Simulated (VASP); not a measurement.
# O: single point with LDA

The system is O.

```
CELL_PARAMETERS angstrom
-1.06229 1.06229 1.06229
1.06229 -1.06229 1.06229
1.06229 1.06229 -1.06229
ATOMIC_POSITIONS crystal
O 0.00000 0.00000 0.00000
```

| Quantity | Value |
| --- | --- |
| Program | VASP 6.6.1 |
| Task | single point |
| Functional | LDA |
| Potentials or basis | VASP PAW LDA potentials, release 64 (O) |
| Cutoff | 520 eV |
| k mesh | 21 × 21 × 21 |
| Occupations | tetrahedron |
| Spin | no spin polarisation |

| Quantity | Value |
| --- | --- |
| Pressure | 188.7 GPa |
| Band gap on the k mesh | zero (band 3 reaches 13.59 eV, above the bottom of band 4 at 4.08 eV) |

Levels at points of the mesh, in eV from the Fermi level:
```tsv
k point	band 1	band 2	band 3	band 4	band 5	band 6	band 7
(0.00, 0.00, 0.00)	-28.54	3.57	3.57	3.57	30.67	43.28	43.28
```

It took 11 s on 1 thread of Intel(R) Xeon(R) Platinum 8259CL CPU @ 2.50GHz (Skylake/Cascade Lake) (shared host), peak memory 0.13 GiB.
